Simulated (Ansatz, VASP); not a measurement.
# One calculation of KBr, two programs

The input INCAR:

```
ALGO     = Normal         # electronic algorithm
EDIFF    = 1E-6           # SCF threshold, eV
ENCUT    = 520            # plane-wave cutoff, eV
GGA      = PE             # functional
ISIF     = 2              # what is computed and relaxed
ISMEAR   = -1             # smearing method
LASPH    = T              # aspherical terms in the spheres
LCHARG   = T              # write CHGCAR
LELF     = T              # ELF
LREAL    = F              # projectors in reciprocal space
LVHAR    = T            
LWAVE    = F              # write WAVECAR
NBANDS   = 24             # bands
NELM     = 60             # most SCF steps
PREC     = Accurate       # precision mode
SIGMA    = 0.02           # smearing width, eV
```

KPOINTS

```
k-points
0
Gamma
  6 6 4
```

The input POSCAR:

```
KBr
1.0
    5.6466742617      0.0000000000      0.0000000000
   -2.8233371308      4.8901633575      0.0000000000
    0.0000000000      0.0000000000      6.5494015615
K Br
2 2
Direct
    0.3333333333      0.6666666667     -0.0625000000
    0.6666666667      0.3333333333      0.4375000000
    0.3333333333      0.6666666667      0.4375000000
    0.6666666667      0.3333333333      0.9375000000
```

Input for Ansatz:

```yaml
crystal:
  lattice:
    - [5.6466742617, 0.0, 0.0]
    - [-2.8233371308, 4.8901633575, 0.0]
    - [0.0, 0.0, 6.5494015615]
  atoms:
    - { symbol: K, position: [0.3333333333, 0.6666666667, -0.0625] }
    - { symbol: K, position: [0.6666666667, 0.3333333333, 0.4375] }
    - { symbol: Br, position: [0.3333333333, 0.6666666667, 0.4375] }
    - { symbol: Br, position: [0.6666666667, 0.3333333333, 0.9375] }
kpoints:
  mp_grid: { grid: [6, 6, 4] }
  band_path:
    path:
      - [0.0, 0.0, 0.0]
      - [0.5, 0.0, 0.0]
      - [0.3333333333, 0.3333333333, 0.0]
      - [0.0, 0.0, 0.5]
      - [0.5, 0.0, 0.5]
      - [0.3333333333, 0.3333333333, 0.5]
    npoints: 1
hamiltonian:
  xc: pbe
scf:
  occupations: { method: fermi_dirac, width: 0.02 }
  n_extra_bands: 5
output:
  forces: true
  stress: true
  eigenvalues: true
```

Change from the starting cell: epitaxial_xy strain +0.5%.

Alike in both runs: task single point; functional PBE; k mesh 6 × 6 × 4; occupations fermi-dirac, width 0.02 eV; no spin polarisation.

|  | VASP | Ansatz |
| --- | --- | --- |
| version | VASP 6.6.1 | Ansatz 0.2.0 |
| potentials or method | VASP PAW PBE potentials, release 64 (K_sv, Br) | plane waves, PAW |
| plane-wave cutoff (eV) | 520 | 420 |
| valence electrons in the cell | 32 | 32 |

```csv
,VASP,Ansatz,Ansatz less VASP
gap on the k mesh at the Fermi level (eV),4.17,4.17,+0.001
pressure (GPa),0.3,0.3,-0.03
"traceless stress, the component that is largest in VASP (GPa)",0.18,0.18,-0.007
```
